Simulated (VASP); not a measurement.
# Ta (Pm-3m) in VASP: notebook

Runs on Ta. Level: PBEsol. Tasks: single point, relaxation of cell and atoms.

All numbers are computed with VASP 6.6.1; they aren't measurements. Logs are shortened: lines on timing, memory, paths and dates and some standing lists are left out, and cuts for length are marked.

**1. The cell of the first run**

It takes space group Pm-3m (No. 221, cubic). Conventional cell: a = 2.720 Å, b = 2.720 Å, c = 2.720 Å, α = 90.00°, β = 90.00°, γ = 90.00°. Within 3.6 Å of Ta (site symmetry m-3m) lie 6 Ta at 2.72 Å.

**2. Single point, PBEsol**

Contents of INCAR:

```
PREC = Accurate
ENCUT = 520
EDIFF = 1E-6
ISMEAR = 0
SIGMA = 0.1
LREAL = F
LASPH = T
NELM = 60
ALGO = Normal
ISIF = 2
LWAVE = F
LCHARG = T
GGA = PS
LELF = T
LVHAR = T
NBANDS = 12
```

Contents of KPOINTS:

```
regular mesh
0
Gamma
  6 6 6
```

Contents of POSCAR:

```
Ta
1.0
    2.7195517792      0.0000000000      0.0000000000
    0.0000000000      2.7195517792      0.0000000000
    0.0000000000      0.0000000000      2.7195517792
Ta
1
Direct
    0.0000000000      0.0000000000      0.0000000000
```

Potentials or basis: VASP PAW PBE potentials, release 64 (Ta_pv).

Started as:

```bash
$ cat potpaw_PBE.64/Ta_pv/POTCAR > POTCAR
$ mpirun -np 1 vasp_std > vasp.out
```

OUTCAR:

```text
PREC = Accurate
   ENCUT = 520
   EDIFF = 1E-6
   ISMEAR = 0
   LREAL = F
   LASPH = T
   NELM = 60
   ISIF = 2
   GGA = PS

 ion  position               nearest neighbor table
   1  0.000  0.000  0.000-

  LATTYP: Found a simple cubic cell.
 ALAT       =     2.7195517792

  Lattice vectors:

 A1 = (   2.7195517792,   0.0000000000,   0.0000000000)
 A2 = (   0.0000000000,   2.7195517792,   0.0000000000)
 A3 = (   0.0000000000,   0.0000000000,   2.7195517792)

Analysis of symmetry for initial positions (statically):
=====================================================================
 Subroutine PRICEL returns:
 Original cell was already a primitive cell.

 Routine SETGRP: Setting up the symmetry group for a
 simple cubic supercell.

 Subroutine GETGRP returns: Found 48 space group operations
 (whereof 48 operations were pure point group operations)
 out of a pool of 48 trial point group operations.

The static configuration has the point symmetry O_h .

Analysis of symmetry for dynamics (positions and initial velocities):
=====================================================================
 Subroutine PRICEL returns:
 Original cell was already a primitive cell.

 Routine SETGRP: Setting up the symmetry group for a
 simple cubic supercell.

 Subroutine GETGRP returns: Found 48 space group operations
 (whereof 48 operations were pure point group operations)
 out of a pool of 48 trial point group operations.

The dynamic configuration has the point symmetry O_h .

 Subroutine INISYM returns: Found 48 space group operations
 (whereof 48 operations are pure point group operations),
 and found     1 'primitive' translations

----------------------------------------------------------------------------------------

                                     Primitive cell

  volume of cell :      20.1137

  direct lattice vectors                    reciprocal lattice vectors
     2.719551779  0.000000000  0.000000000     0.367707652  0.000000000  0.000000000
     0.000000000  2.719551779  0.000000000     0.000000000  0.367707652  0.000000000
     0.000000000  0.000000000  2.719551779     0.000000000  0.000000000  0.367707652

  length of vectors
     2.719551779  2.719551779  2.719551779     0.367707652  0.367707652  0.367707652

  position of ions in fractional coordinates (direct lattice)
     0.000000000  0.000000000  0.000000000

  ion indices of the primitive-cell ions
   primitive index   ion index
                 1           1

[... 72 lines left out ...]
   ISIF   =      2    stress and relaxation
   ISYM   =      2    0-nonsym 1-usesym 2-fastsym
   POTIM  = 0.5000    time-step for ionic-motion
   TEBEG  =    0.0;   TEEND  =   0.0 temperature during run
   PSTRESS=    0.0 pullay stress
   NELECT =      11.0000    total number of electrons
   NUPDOWN=      -1.0000    fix difference up-down
   EMIN   =  10.00;   EMAX   =-10.00  energy-range for DOS
   EFERMI =   0.00;   METHOD = LEGACY
   ISMEAR =     0;   SIGMA  =   0.10  broadening in eV -4-tet -1-fermi 0-gaus
   EFERMI_NEDOS =   21; number of points for ismear=-14 and -15
   IALGO  =     38    algorithm
   IMIX   =      4    mixing-type and parameters
     AMIX     =   0.40;   BMIX     =  1.00
     AMIX_MAG =   1.60;   BMIX_MAG =  1.00
  volume/ion in A,a.u.               =      20.11       135.73
  Fermi-wavevector in a.u.,A,eV,Ry     =   1.338777  2.529923 24.386064  1.792325
  Thomas-Fermi vector in A             =   2.467221
   LORBIT       =      0    0 simple, 1 ext, 2 COOP (PROOUT), +10 PAW based schemes
   GGA     = PS    functional components
   LHFCALC =     F    Hartree Fock is set to
   AEXX    =    0.0000 exact exchange contribution
   IVDW    =     0    specifies the selected vdW correction
   LEPSILON=     F    determine dielectric tensor
   LRPA    =     F    only Hartree local field effects (RPA)
 non-spin polarized calculation
 Gauss-broadening in eV      SIGMA  =   0.10
  energy-cutoff  :      520.00
  volume of cell :       20.11
 maximum number of plane-waves:       554
   NGX = 11   NGY = 11   NGZ = 11

 number of electron      11.0000006 magnetization

 Free energy of the ion-electron system (eV)
  ---------------------------------------------------
  ext. energy  EPLUGINS =         0.00000000
  ---------------------------------------------------
  free energy    TOTEN  =       -11.39894187 eV

  energy without entropy =      -11.38991937  energy(sigma->0) =      -11.39443062

 E-fermi :   4.3364     XC(G=0): -12.0494

 val. band max:        4.3212410529   @ k =   0.3333   0.0000   0.0000
 cond. band min:       4.4066517371   @ k =   0.5000   0.1667   0.1667
 fundamental gap:      0.0854106841
 Fermi energy:         4.3364451398

 k-point     1 :       0.0000    0.0000    0.0000
  band No.  band energies     occupation
      1     -28.7514      2.00000
      2     -28.7514      2.00000
      3     -28.7514      2.00000
      4      -2.8706      2.00000
      5       1.8573      2.00000
      6       1.8573      2.00000
      7      10.8240      0.00000
      8      10.8240      0.00000
      9      10.8240      0.00000
     10      18.9278      0.00000
     11      19.2034      0.00000
     12      19.2034      0.00000
[... 271 lines left out ...]
 k-point    20 :       0.5000    0.5000    0.5000
  band No.  band energies     occupation
      1     -29.6887      2.00000
      2     -29.6887      2.00000
      3     -29.6887      2.00000
      4       2.1024      2.00000
      5       2.1024      2.00000
      6       2.1024      2.00000
      7      12.0597      0.00000
      8      13.7821      0.00000
      9      13.7822      0.00000
     10      16.2846      0.00000
     11      16.2846      0.00000
     12      16.2846      0.00000

------------------------ aborting loop because EDIFF is reached ----------------------------------------

  FORCE on cell =-STRESS in cart. coord.  units (eV):
  Direction    XX          YY          ZZ          XY          YZ          ZX
  --------------------------------------------------------------------------------------
  -------------------------------------------------------------------------------------
  Total        0.0162898      0.0162898      0.0162898      0.0000000      0.0000000     -0.0000000
  in kB        1.2975785      1.2975785      1.2975785      0.0000000      0.0000000     -0.0000000
  external PRESSURE =       1.2975785 kB  Pullay stress =       0.0000000 kB

 VOLUME and BASIS-vectors are now :
 -----------------------------------------------------------------------------
  energy-cutoff  :      520.00
  volume of cell :       20.11
      direct lattice vectors                 reciprocal lattice vectors
     2.719551779  0.000000000  0.000000000     0.367707652  0.000000000  0.000000000
     0.000000000  2.719551779  0.000000000     0.000000000  0.367707652  0.000000000
     0.000000000  0.000000000  2.719551779     0.000000000  0.000000000  0.367707652

 POSITION                                       TOTAL-FORCE (eV/Angst)
 -----------------------------------------------------------------------------------
      0.00000      0.00000      0.00000         0.000000      0.000000      0.000000
 -----------------------------------------------------------------------------------
    total drift:                               -0.000000      0.000000      0.000000

  FREE ENERGIE OF THE ION-ELECTRON SYSTEM (eV)
  ---------------------------------------------------
  free  energy   TOTEN  =       -11.3989418746 eV

  energy  without entropy=      -11.3899193741  energy(sigma->0) =      -11.39443062
```

Wall time 5 s (1 thread of Intel Xeon Platinum 8259CL at 2.50GHz (Skylake/Cascade Lake), shared host); peak memory 0.12 GiB.

What came out:

| Quantity | Value |
| --- | --- |
| Free energy | -11.3989 eV |
| Pressure | 0.1 GPa |

Caveat: the k points lie up to 0.39 Å⁻¹ apart; the PAW data sets were made with another functional, which shifts forces and pressure a little; spin-orbit coupling is left out, which moves the levels of the heavy elements.

**3. Relaxation of cell and atoms, PBEsol**

This run uses another cell than the first one, of 19.36 Å³/atom, 0.962 times its volume.

Contents of INCAR:

```
SYSTEM = Ta
PREC = Accurate
ENCUT = 600
EDIFF = 1E-7
ISMEAR = 0
SIGMA = 0.1
LREAL = .FALSE.
LASPH = .TRUE.
NELM = 80
ALGO = Normal
ISIF = 3
LWAVE = .FALSE.
LCHARG = .FALSE.
GGA = PS
IBRION = 2
NSW = 90
EDIFFG = -0.04
```

Contents of KPOINTS:

```
Automatic mesh
0
G
  6 6 6
  0 0 0
```

Contents of POSCAR:

```
Ta
1.0
    2.6850816500      0.0000000000      0.0000000000
    0.0000000000      2.6850816500      0.0000000000
    0.0000000000      0.0000000000      2.6850816500
Ta
1
Direct
    0.0000000000      0.0000000000      0.0000000000
```

Potentials or basis: VASP PAW PBE potentials, release 64 (Ta_pv).

Started as:

```bash
$ cat potpaw_PBE.64/Ta_pv/POTCAR > POTCAR
$ mpirun -np 1 vasp_std > vasp.out
```

Wall time 20 s (1 thread of Intel Xeon Platinum 8259CL at 2.50GHz (Skylake/Cascade Lake), shared host); peak memory 0.15 GiB.

It converged, with:

- Free energy: -11.3991 eV
- Relaxed volume: 20.15 Å³/atom
- Relaxed cell: a = 2.721 Å, b = 2.721 Å, c = 2.721 Å, α = 90.00°, β = 90.00°, γ = 90.00°
- Space group after relaxing (to 0.05 Å): Pm-3m (No. 221)
- Energy gained by relaxing: 16.0 meV/atom
- Ionic steps: 3
- Pressure after relaxing: -0.2 GPa

The path:
```tsv
step	energy change (eV)	largest force (eV/Å)	pressure (GPa)	volume (Å³)
1	0.0000	0.0000	6.85	19.36
2	0.0432	0.0000	-10.83	21.77
3	-0.0160	0.0000	-0.15	20.15
```

Final structure:
```
Ta
1.0
     2.72124    0.00000    0.00000
     0.00000    2.72124    0.00000
     0.00000    0.00000    2.72124
Ta
1
Direct
  0.00000 0.00000 0.00000
```

Levels at points of the mesh, in eV from the Fermi level:
```tsv
k point	band 2	band 3	band 4	band 5	band 6	band 7	band 8	band 9
(0.00, 0.00, 0.00)	-33.09	-33.09	-7.20	-2.47	-2.47	6.47	6.47	6.47
(0.50, 0.00, 0.00)	-32.98	-32.98	-3.64	-1.48	0.17	2.61	2.61	6.89
(0.50, 0.50, 0.00)	-34.19	-32.87	-3.92	-1.22	3.42	3.42	5.40	5.40
(0.50, 0.50, 0.50)	-34.03	-34.03	-2.23	-2.23	-2.23	7.72	9.42	9.42
```

Caveat: the k points lie up to 0.38 Å⁻¹ apart in the final cell; the PAW data sets were made with another functional, which shifts forces and pressure a little; spin-orbit coupling is left out, which moves the levels of the heavy elements.
